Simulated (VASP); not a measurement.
Here is a VASP 6.6.1 calculation.

File INCAR:

```
SYSTEM = NiO
PREC = Accurate
ENCUT = 520
EDIFF = 1E-6
ISMEAR = -1
SIGMA = 0.05
LREAL = .FALSE.
LASPH = .TRUE.
NELM = 150
ALGO = Normal
ISIF = 2
LWAVE = .FALSE.
LCHARG = .FALSE.
ISPIN = 2
MAGMOM = 1 0
LORBIT = 11
LMAXMIX = 4
GGA = RP
NBANDS = 19
```

File KPOINTS:

```
Automatic mesh
0
G
  11 11 11
  0 0 0
```

POSCAR

```
NiO
1.0
    0.0000000000      2.0577103256      2.0577103256
    2.0577103256      0.0000000000      2.0577103256
    2.0577103256      2.0577103256      0.0000000000
Ni O
1 1
Direct
    0.0000000000      0.0000000000      0.0000000000
    0.5000000000      0.5000000000      0.5000000000
```

Potentials or basis: VASP PAW PBE potentials, release 64 (Ni, O).

Launch:

```bash
$ cat potpaw_PBE.64/Ni/POTCAR potpaw_PBE.64/O/POTCAR > POTCAR
$ mpirun -np 1 vasp_std > vasp.out
```

Estimate the site moments.

Ni +1.38; O +0.25 μB.

What does it give for the net moment?

1.66 μB per cell.

Predict the pressure.

21.5 GPa.

Caveat: the cell stands under pressure; the PAW data sets were made with another functional, which shifts forces and pressure a little; a cell with one magnetic atom can't hold antiferromagnetic order, which such compounds often take.
